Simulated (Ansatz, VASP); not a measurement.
One calculation of Ca, two programs

INCAR

```
SYSTEM = Ca
ALGO = Normal
EDIFF = 1E-7
ENCUT = 520
ISIF = 2
ISMEAR = -1
LASPH = .TRUE.
LCHARG = .FALSE.
LREAL = .FALSE.
LWAVE = .FALSE.
NBANDS = 11
NELM = 80
PREC = Accurate
SIGMA = 0.03
```

File KPOINTS:

```
k-points
0
G
  11 11 11
  0 0 0
```

File POSCAR:

```
Ca
1.0
   -2.2052049036      2.2052049036      2.1961148100
    2.2052049036     -2.2052049036      2.1961148100
    2.2052049036      2.2052049036     -2.1961148100
Ca
1
Direct
    0.5000000000      0.5000000000      0.0000000000
```

Input for Ansatz:

```yaml
crystal:
  lattice:
    - [-2.2052049036, 2.2052049036, 2.19611481]
    - [2.2052049036, -2.2052049036, 2.19611481]
    - [2.2052049036, 2.2052049036, -2.19611481]
  atoms:
    - { symbol: Ca, position: [0.5, 0.5, 0.0] }
kpoints:
  mp_grid: { grid: [11, 11, 11] }
  band_path:
    path:
      - [0.0, 0.0, 0.0]
      - [0.0, 0.0, 0.5]
      - [-0.5, 0.5, 0.5]
      - [0.0, 0.0, 0.0]
      - [0.4979431938, 0.4979431938, -0.4979431938]
      - [-0.4979431938, 0.5020568062, 0.4979431938]
      - [-0.5, 0.5, 0.5]
      - [0.0, 0.0, 0.5]
      - [0.25, 0.25, 0.25]
    npoints: 5
scf:
  occupations: { method: fermi_dirac, width: 0.03 }
hamiltonian:
  xc: lda
  pseudopotentials: { kind: all_electron, lapw: { basis_error: 0.0005 } }
output:
  forces: true
  stress: true
  eigenvalues: true
```

Alike in both runs: task single point; functional LDA; k mesh 11 × 11 × 11; occupations fermi-dirac, width 0.03 eV; no spin polarisation.

```csv
,VASP,Ansatz
version,VASP 6.6.1,Ansatz 0.2.0
potentials or method,"VASP PAW LDA potentials, release 64 (Ca_sv), cutoff 520 eV","all-electron LAPW, scalar-relativistic"
```

|  | VASP | Ansatz | Ansatz less VASP |
| --- | --- | --- | --- |
| pressure (GPa) | -1.9 | -1.9 | +0.01 |

LDA's correlation is that of Perdew and Zunger in VASP and of Perdew and Wang (1992) in Ansatz. Ansatz ran all-electron here, and VASP with PAW potentials.
